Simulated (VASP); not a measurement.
# ZrC (P6_3/mmc) in VASP: settings compared

ZrC is run at these levels: LDA, r2SCAN-based global hybrid with 25 % exact exchange; tasks: single point.

All numbers are computed with VASP 6.6.1; they aren't measurements. Logs are shortened: lines on timing, memory, paths and dates and some standing lists are left out, and cuts for length are marked.

## (1) The cell of the first run

The structure is hexagonal, space group P6_3/mmc (No. 194). Conventional cell: a = 3.391 Å, b = 3.391 Å, c = 5.290 Å, α = 90.00°, β = 90.00°, γ = 120.00°. Zr (site symmetry -6m2) has 6 C at 2.36 Å within 3.1 Å. Within 3.1 Å of C (site symmetry -3m) lie 6 Zr at 2.36 Å and 2 C at 2.65 Å.

## (2) Single point, LDA, non-collinear spin, zero start, spin-orbit coupling

The input, INCAR:

```
SYSTEM = ZrC
ALGO = Normal
EDIFF = 1E-6
ENCUT = 520
GGA = CA
GGA_COMPAT = .FALSE.
ISIF = 2
ISMEAR = -1
LASPH = .TRUE.
LCHARG = .FALSE.
LMAXMIX = 4
LORBIT = 11
LORBMOM = .TRUE.
LREAL = .FALSE.
LSORBIT = .TRUE.
LWAVE = .FALSE.
MAGMOM = 0 0 0 0 0 0 0 0 0 0 0 0
NBANDS = 46
NELM = 150
PREC = Accurate
SIGMA = 0.05
```

The input, KPOINTS:

```
k-points
0
G
  7 7 4
  0 0 0
```

The input, POSCAR:

```
ZrC
1.0
    3.3914762718      0.0000000000      0.0000000000
   -1.6957381359      2.9371046077      0.0000000000
    0.0000000000      0.0000000000      5.2900530000
Zr C
2 2
Direct
    0.6666666667      0.3333333333      0.7500000000
    0.3333333333      0.6666666667      0.2500000000
    0.0000000000      0.0000000000      0.5000000000
    0.0000000000      0.0000000000      0.0000000000
```

Potentials or basis: VASP PAW LDA potentials, release 64 (Zr_sv, C).

Started as:

```sh
$ cat potpaw_LDA.64/Zr_sv/POTCAR potpaw_LDA.64/C/POTCAR > POTCAR
$ mpirun -np 1 vasp_ncl > vasp.out
```

OUTCAR:

```text
SYSTEM = ZrC
   EDIFF = 1E-6
   ENCUT = 520
   GGA = CA
   ISIF = 2
   ISMEAR = -1
   LASPH = .TRUE.
   LORBIT = 11
   LREAL = .FALSE.
   LSORBIT = .TRUE.
   NELM = 150
   PREC = Accurate

 ion  position               nearest neighbor table
   1  0.667  0.333  0.750-   3 2.36   4 2.36   3 2.36   4 2.36   3 2.36   4 2.36   2 3.29   2 3.29
                             2 3.29   2 3.29   2 3.29   2 3.29
   2  0.333  0.667  0.250-   3 2.36   4 2.36   3 2.36   4 2.36   3 2.36   4 2.36   1 3.29   1 3.29
                             1 3.29   1 3.29   1 3.29   1 3.29
   3  0.000  0.000  0.500-   1 2.36   2 2.36   2 2.36   1 2.36   1 2.36   2 2.36
   4  0.000  0.000  0.000-   1 2.36   2 2.36   2 2.36   1 2.36   1 2.36   2 2.36

  LATTYP: Found a hexagonal cell.
 ALAT       =     3.3914762718
 C/A-ratio  =     1.5598083478

  Lattice vectors:

 A1 = (   3.3914762718,   0.0000000000,   0.0000000000)
 A2 = (  -1.6957381359,   2.9371046077,   0.0000000000)
 A3 = (   0.0000000000,   0.0000000000,   5.2900530000)

Analysis of symmetry for initial positions (statically):
=====================================================================
 Subroutine PRICEL returns:
 Original cell was already a primitive cell.

 Routine SETGRP: Setting up the symmetry group for a
 hexagonal supercell.

 Subroutine GETGRP returns: Found 24 space group operations
 (whereof 12 operations were pure point group operations)
 out of a pool of 24 trial point group operations.

The static configuration has the point symmetry D_3d.
 The point group associated with its full space group is D_6h.

Analysis of symmetry for dynamics (positions and initial velocities):
=====================================================================
 Subroutine PRICEL returns:
 Original cell was already a primitive cell.

 Routine SETGRP: Setting up the symmetry group for a
 hexagonal supercell.

 Subroutine GETGRP returns: Found 24 space group operations
 (whereof 12 operations were pure point group operations)
 out of a pool of 24 trial point group operations.

The dynamic configuration has the point symmetry D_3d.
 The point group associated with its full space group is D_6h.

Analysis of structural, dynamic, and magnetic symmetry:
=====================================================================
 Subroutine PRICEL returns:
 Original cell was already a primitive cell.

 Routine SETGRP: Setting up the symmetry group for a
 hexagonal supercell.

 Subroutine GETGRP returns: Found 24 space group operations
 (whereof 12 operations were pure point group operations)
 out of a pool of 24 trial point group operations.

The overall configuration has the point symmetry D_3d.
 The point group associated with its full space group is D_6h.

 Subroutine INISYM returns: Found 24 space group operations
 (whereof 12 operations are pure point group operations),
 and found     1 'primitive' translations
[... 1317 lines left out ...]
  free  energy   TOTEN  =       -41.9663372058 eV

  energy  without entropy=      -41.9627791910  energy(sigma->0) =      -41.96455820

 orbital moment (x)

 # of ion     p       d       tot
 ----------------------------------------
  1        -0.000  -0.000  -0.000
  2         0.000   0.000   0.000
  3        -0.000   0.000  -0.000
  4         0.000   0.000   0.000
 ----------------------------------------
           -0.000   0.000   0.000

 orbital moment (y)

 # of ion     p       d       tot
 ----------------------------------------
  1        -0.000   0.000   0.000
  2         0.000   0.000   0.000
  3        -0.000   0.000  -0.000
  4         0.000   0.000   0.000
 ----------------------------------------
            0.000   0.000   0.000

 orbital moment (z)

 # of ion     p       d       tot
 ----------------------------------------
  1         0.000  -0.000  -0.000
  2         0.000  -0.000  -0.000
  3         0.000   0.000   0.000
  4        -0.000   0.000  -0.000
 ----------------------------------------
           -0.000  -0.000  -0.000

 Spin-Orbit-Coupling matrix elements

 Ion:    1  E_soc:     -0.1448743
 l=   1
     0.0000000    -0.0235692    -0.0235202
    -0.0235692     0.0000000    -0.0235692
    -0.0235202    -0.0235692     0.0000000
 l=   2
     0.0000000    -0.0001224     0.0000000    -0.0001224    -0.0004609
    -0.0001224     0.0000000    -0.0003611    -0.0001058    -0.0001224
     0.0000000    -0.0003611     0.0000000    -0.0003611     0.0000000
    -0.0001224    -0.0001058    -0.0003611     0.0000000    -0.0001224
    -0.0004609    -0.0001224     0.0000000    -0.0001224     0.0000000
 l=   3
     0.0000000     0.0000000     0.0000000     0.0000000     0.0000000     0.0000000     0.0000000
     0.0000000     0.0000000     0.0000000     0.0000000     0.0000000     0.0000000     0.0000000
     0.0000000     0.0000000     0.0000000     0.0000000     0.0000000     0.0000000     0.0000000
     0.0000000     0.0000000     0.0000000     0.0000000     0.0000000     0.0000000     0.0000000
[... 49 lines left out ...]
 l=   2
     0.0000000     0.0000000     0.0000000     0.0000000     0.0000000
     0.0000000     0.0000000     0.0000000     0.0000000     0.0000000
     0.0000000     0.0000000     0.0000000     0.0000000     0.0000000
     0.0000000     0.0000000     0.0000000     0.0000000     0.0000000
     0.0000000     0.0000000     0.0000000     0.0000000     0.0000000
 l=   3
     0.0000000     0.0000000     0.0000000     0.0000000     0.0000000     0.0000000     0.0000000
     0.0000000     0.0000000     0.0000000     0.0000000     0.0000000     0.0000000     0.0000000
     0.0000000     0.0000000     0.0000000     0.0000000     0.0000000     0.0000000     0.0000000
     0.0000000     0.0000000     0.0000000     0.0000000     0.0000000     0.0000000     0.0000000
     0.0000000     0.0000000     0.0000000     0.0000000     0.0000000     0.0000000     0.0000000
     0.0000000     0.0000000     0.0000000     0.0000000     0.0000000     0.0000000     0.0000000
     0.0000000     0.0000000     0.0000000     0.0000000     0.0000000     0.0000000     0.0000000

 total charge

# of ion       s       p       d       tot
------------------------------------------
    1        2.175   6.032   1.668   9.875
    2        2.175   6.032   1.668   9.875
    3        0.877   1.443   0.000   2.321
    4        0.877   1.443   0.000   2.321
--------------------------------------------------
tot          6.106  14.949   3.336  24.391

 magnetization (x)

# of ion       s       p       d       tot
------------------------------------------
    1        0.000   0.000   0.000   0.000
    2        0.000   0.000   0.000   0.000
    3       -0.000   0.000   0.000   0.000
    4        0.000   0.000   0.000   0.000
--------------------------------------------------
tot          0.000   0.000   0.000   0.000

 magnetization (y)

# of ion       s       p       d       tot
------------------------------------------
    1        0.000   0.000   0.000   0.000
    2        0.000   0.000   0.000   0.000
    3       -0.000   0.000   0.000   0.000
    4        0.000   0.000   0.000   0.000
--------------------------------------------------
tot          0.000   0.000   0.000   0.000

 magnetization (z)

# of ion       s       p       d       tot
------------------------------------------
    1        0.000   0.000   0.000   0.000
    2        0.000   0.000   0.000   0.000
    3        0.000  -0.000   0.000  -0.000
    4        0.000  -0.000   0.000  -0.000
--------------------------------------------------
tot          0.000  -0.000   0.000  -0.000
```

Wall time 4.8 min (1 thread of Intel Xeon 8259CL, shared host); peak memory 0.29 GiB.

Results:

* Free energy: -41.9663 eV
* Pressure: -11.3 GPa
* Net moment: 0.00 μB per cell
* Valence electrons inside the program's atomic spheres: Zr 9.88; C 2.32

Moments on the atoms (μB; x, y, z):
```
Zr  0.00 0.00 0.00
Zr  0.00 0.00 0.00
C   0.00 0.00 0.00
C   0.00 0.00 0.00
```

Caveat: the cell stands under tension.

## (3) Single point, r2SCAN-based global hybrid with 25 % exact exchange

POSCAR is that of step 2.

The input, INCAR.step1:

```
  ALGO = Normal
  EDIFF = 1E-5
  ENCUT = 520
  GGA = PE
  ISIF = 2
  ISMEAR = -1
  LASPH = True
  LCHARG = False
  LREAL = False
  LWAVE = True
  NBANDS = 24
  NELM = 60
  PREC = Accurate
  SIGMA = 0.05
```

The input, INCAR.step2:

```
  AEXX = 0.25
  ALGO = Normal
  EDIFF = 1E-6
  ENCUT = 520
  ISIF = 2
  ISMEAR = -1
  ISTART = 1
  LASPH = True
  LCHARG = False
  LHFCALC = True
  LMIXTAU = True
  LREAL = False
  LWAVE = False
  METAGGA = R2SCAN
  NBANDS = 24
  NELM = 60
  PREC = Accurate
  PRECFOCK = Normal
  SIGMA = 0.05
```

The input, KPOINTS:

```
k-points
0
Gamma
  5 5 3
```

Potentials or basis: VASP PAW PBE potentials, release 64 (Zr_sv, C).

Started as:

```sh
$ cat potpaw_PBE.64/Zr_sv/POTCAR potpaw_PBE.64/C/POTCAR > POTCAR
$ cp INCAR.step1 INCAR
$ mpirun -np 1 vasp_std > vasp.out
$ cp INCAR.step2 INCAR
$ mpirun -np 1 vasp_std > vasp.out
```

Wall time 38 min (1 thread of AMD EPYC 7R43 (Zen 3), shared host); peak memory 0.16 GiB.

Results (log left out):

| Quantity | Value |
| --- | --- |
| Free energy | -70.0402 eV |
| Pressure | -5.1 GPa |
| Band gap on the k mesh | zero (bands 16 and 17 overlap by 1.35 eV) |

Stress tensor (GPa, compression positive):
```
-5.95  0.00  0.00
 0.00 -5.95  0.00
 0.00  0.00 -3.53
```

Levels at points of the mesh, in eV from the Fermi level:
| k point | band 14 | band 15 | band 16 | band 17 | band 18 | band 19 |
| --- | --- | --- | --- | --- | --- | --- |
| (0.00, 0.00, 0.00) | -2.31 | -2.31 | 1.47 | 1.72 | 1.72 | 2.14 |

Caveat: the k points lie up to 0.43 Å⁻¹ apart, too coarse for converged energies and pressures of a metal; the PAW data sets were made with another functional, which shifts forces and pressure a little.
